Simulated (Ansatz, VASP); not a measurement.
## Two plane-wave programs on Ba

```
CELL_PARAMETERS angstrom
4.10638 0.00000 0.00000
0.00000 4.10638 0.00000
0.00000 0.00000 4.10638
ATOMIC_POSITIONS crystal
Ba 0.00000 0.00000 0.00000
```

Alike in both runs: task single point; functional PBE; k mesh 9 × 9 × 9; occupations fermi-dirac, width 0.1 eV; no spin polarisation.

```csv
,VASP,Ansatz
version,VASP 6.6.1,Ansatz 0.2.0
potentials or method,"VASP PAW PBE potentials, release 64 (Ba_sv), cutoff 520 eV","plane waves (420 eV) with PAW, scalar-relativistic"
valence electrons in the cell,10,10
```

|  | VASP | Ansatz | Ansatz less VASP |
| --- | --- | --- | --- |
| pressure (GPa) | -0.6 | -0.6 | -0.07 |

The functional is the same, so the differences come from potentials, cutoffs and numerics.

Neither program's run includes spin-orbit coupling.
